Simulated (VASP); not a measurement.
Runs of VASP 6.6.1 on NaCdCl3. The structure is that of space group Pm-3m (No. 221), or close to it. The cells are those of the table. 

| level | cell | smearing | gap on the mesh (eV) | pressure (GPa) |
| --- | --- | --- | --- | --- |
| PBE | a = 5.167 Å, 5 atoms | fermi-dirac 0.02 eV | 1.88 | (a) |
| PBE | a = 5.038, b = 5.038, c = 5.255 Å, 5 atoms | fermi-dirac 0.02 eV | 1.83 | 2.6 |
| r2SCAN | a = 5.271 Å, 5 atoms | gaussian 0.01 eV | 2.46 | -1.7 |
| PBE | a = 5.271 Å, 5 atoms | fermi-dirac 0.02 eV | (c) | -0.8 |
| r2SCAN | a = 5.167 Å, 5 atoms | gaussian 0.01 eV | 2.58 | (b) |
| PBE | a = 5.141, b = 5.141, c = 5.182 Å, 5 atoms | fermi-dirac 0.02 eV | 1.88 | 1.4 |

Alike in all rows: task single point; potentials or basis VASP PAW PBE potentials, release 64 (Na_pv, Cd, Cl); no spin polarisation; k mesh 6 × 6 × 6; cutoff (eV) 520.

Task: Estimate the missing entries.

Result: (a) 1.1; (b) 0.1; (c) 1.78.

Caveats: the PAW data sets were made with another functional, which shifts forces and pressure a little (at least some runs).

A k mesh can miss the band edges, and the runs leave out spin-orbit coupling on Cd.
